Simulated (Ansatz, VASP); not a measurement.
# One calculation of Ga2O3, two programs

The input POSCAR:

```
Ga2O3
1.0
    2.4923023535      1.4389314347      4.2566332850
   -2.4923023535      1.4389314347      4.2566332850
    0.0000000000     -2.8778628693      4.2566332850
Ga O
4 6
Direct
    0.3554023483      0.3554023483      0.3554023483
    0.1445976517      0.1445976517      0.1445976517
    0.6445976517      0.6445976517      0.6445976517
    0.8554023483      0.8554023483      0.8554023483
    0.5536262452      0.9463737548      0.2500000000
    0.2500000000      0.5536262452      0.9463737548
    0.9463737548      0.2500000000      0.5536262452
    0.4463737548      0.0536262452      0.7500000000
    0.7500000000      0.4463737548      0.0536262452
    0.0536262452      0.7500000000      0.4463737548
```

File INCAR.step1:

```
PREC     = Accurate       # precision mode
ENCUT    = 520            # plane-wave cutoff, eV
ISMEAR   = 0              # smearing method
SIGMA    = 0.05           # smearing width, eV
LREAL    = F              # projectors in reciprocal space
LASPH    = T              # aspherical terms in the spheres
NELM     = 60             # most SCF steps
NBANDS   = 55             # bands
GGA      = PE             # functional
ALGO     = Normal         # electronic algorithm
EDIFF    = 1E-4           # SCF threshold, eV
LWAVE    = T              # write WAVECAR
LCHARG   = F              # write CHGCAR
```

The input INCAR.step2:

```
PREC     = Accurate       # precision mode
ENCUT    = 520            # plane-wave cutoff, eV
EDIFF    = 1E-7           # SCF threshold, eV
ISMEAR   = 0              # smearing method
SIGMA    = 0.05           # smearing width, eV
LREAL    = F              # projectors in reciprocal space
LASPH    = T              # aspherical terms in the spheres
NELM     = 60             # most SCF steps
ALGO     = Normal         # electronic algorithm
ISIF     = 2              # what is computed and relaxed
LWAVE    = F              # write WAVECAR
LCHARG   = T              # write CHGCAR
METAGGA  = R2SCAN         # meta-GGA
LMIXTAU  = T            
LELF     = T              # ELF
LVHAR    = T            
NBANDS   = 55             # bands
ISTART   = 1
```

Contents of KPOINTS:

```
regular mesh
0
Gamma
  6 6 6
```

Input for Ansatz:

```yaml
crystal:
  lattice:
    - [2.4923023535, 1.4389314347, 4.256633285]
    - [-2.4923023535, 1.4389314347, 4.256633285]
    - [0.0, -2.8778628693, 4.256633285]
  atoms:
    - { symbol: Ga, position: [0.3554023483, 0.3554023483, 0.3554023483] }
    - { symbol: Ga, position: [0.1445976517, 0.1445976517, 0.1445976517] }
    - { symbol: Ga, position: [0.6445976517, 0.6445976517, 0.6445976517] }
    - { symbol: Ga, position: [0.8554023483, 0.8554023483, 0.8554023483] }
    - { symbol: O, position: [0.5536262452, 0.9463737548, 0.25] }
    - { symbol: O, position: [0.25, 0.5536262452, 0.9463737548] }
    - { symbol: O, position: [0.9463737548, 0.25, 0.5536262452] }
    - { symbol: O, position: [0.4463737548, 0.0536262452, 0.75] }
    - { symbol: O, position: [0.75, 0.4463737548, 0.0536262452] }
    - { symbol: O, position: [0.0536262452, 0.75, 0.4463737548] }
basis:
  ecutwfc: 500
kpoints:
  mp_grid: { grid: [6, 6, 6] }
hamiltonian:
  xc: r2scan
scf:
  occupations: { method: gaussian, width: 0.05 }
output:
  forces: true
  stress: true
  eigenvalues: true
```

Change from the starting cell: strain +0.000 along x and y, -0.050 along z, atoms carried along.

Alike in both runs: task single point; functional r2SCAN; k mesh 6 × 6 × 6; occupations gaussian, width 0.05 eV; no spin polarisation.

```csv
,VASP,Ansatz
version,VASP 6.6.1,Ansatz 0.2.0
potentials or method,"VASP PAW PBE potentials, release 64 (Ga_d, O), cutoff 520 eV","scalar-relativistic, plane waves, PAW"
valence electrons in the cell,88,88
```

|  | VASP | Ansatz | Ansatz less VASP |
| --- | --- | --- | --- |
| gap on the k mesh at the Fermi level (eV) | 3.97 | 3.98 | +0.006 |
| least direct gap on the mesh (eV) | 4.14 | 4.14 | -0.004 |
| pressure (GPa) | 14.8 | 12.5 | -2.28 |
| traceless stress, the component that is largest in VASP (GPa) | 9.16 | 9.70 | +0.547 |
| rms of the force components (eV/Å) | 0.157 | 0.164 | +0.0065 |

VASP's potentials were made for PBE, not for r2SCAN. Atom by atom the forces differ by 0.014 eV/Å (rms over components).
